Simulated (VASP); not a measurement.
Wanted: the native input for a VASP 6.6.1 run.

| Property | Result |
| --- | --- |
| Task | single point |
| Functional | r2SCAN |
| Potentials or basis | VASP PAW PBE potentials, release 64 (Ag) |
| Cutoff | 520 eV |
| k mesh | 24 × 24 × 14 |
| Occupations | gaussian, width 0.15 eV |
| Spin | no spin polarisation |
| Dipole correction | no |
| Further INCAR settings | ALGO = Normal; EDIFF = 1e-06; NBANDS = 18 |

The system is Ag.

```
Ag
1.0
     2.73248    0.00000    0.00000
    -1.36624    2.36640    0.00000
     0.00000    0.00000    5.36147
Ag
2
Cartesian
  0.0000 1.5776 1.3404
  1.3662 0.7888 4.0211
```

This isn't the form of Ag at room conditions, which is fcc.

This cell differs from its parent crystal: ratio of the length along z to the lengths across it x 1.2, volume and fractional coordinates fixed.

One way to write it, as run:

POSCAR

```
Ag
1.0
    2.7324823325      0.0000000000      0.0000000000
   -1.3662411663      2.3663991153      0.0000000000
    0.0000000000      0.0000000000      5.3614733468
Ag
2
Direct
    0.3333333333      0.6666666667      0.2500000000
    0.6666666667      0.3333333333      0.7500000000
```

INCAR.step1

```
PREC     = Accurate       # precision mode
ENCUT    = 520            # plane-wave cutoff, eV
ISMEAR   = 0              # smearing method
SIGMA    = 0.15           # smearing width, eV
LREAL    = F              # projectors in reciprocal space
LASPH    = T              # aspherical terms in the spheres
NELM     = 80             # most SCF steps
NBANDS   = 18             # bands
GGA      = PE             # functional
ALGO     = Normal         # electronic algorithm
EDIFF    = 1E-4           # SCF threshold, eV
LWAVE    = T              # write WAVECAR
LCHARG   = F              # write CHGCAR
```

INCAR.step2

```
PREC     = Accurate       # precision mode
ENCUT    = 520            # plane-wave cutoff, eV
EDIFF    = 1E-6           # SCF threshold, eV
ISMEAR   = 0              # smearing method
SIGMA    = 0.15           # smearing width, eV
LREAL    = F              # projectors in reciprocal space
LASPH    = T              # aspherical terms in the spheres
NELM     = 80             # most SCF steps
ALGO     = Normal         # electronic algorithm
ISIF     = 2              # what is computed and relaxed
LWAVE    = F              # write WAVECAR
LCHARG   = F              # write CHGCAR
METAGGA  = R2SCAN         # meta-GGA
LMIXTAU  = T            
NBANDS   = 18             # bands
ISTART   = 1
```

KPOINTS

```
regular mesh
0
Gamma
  24 24 14
```

Potentials or basis: VASP PAW PBE potentials, release 64 (Ag).

Run with:

```sh
$ cat potpaw_PBE.64/Ag/POTCAR > POTCAR
$ cp INCAR.step1 INCAR
$ mpirun -np 1 vasp_std > vasp.out
$ cp INCAR.step2 INCAR
$ mpirun -np 1 vasp_std > vasp.out
```

It gave:

```json
{
 "Pressure": "4.8 GPa",
 "Band gap on the k mesh": "zero (bands 11 and 12 overlap by 8.84 eV)"
}
```

Caveat: the stress differs along the axes, from -8 to 11 GPa; the PAW data sets were made with another functional, which shifts forces and pressure a little.

Run time: 11 min on 1 thread of Intel(R) Xeon(R) Platinum 8488C (Sapphire Rapids), on a shared host, peak memory 0.35 GiB.
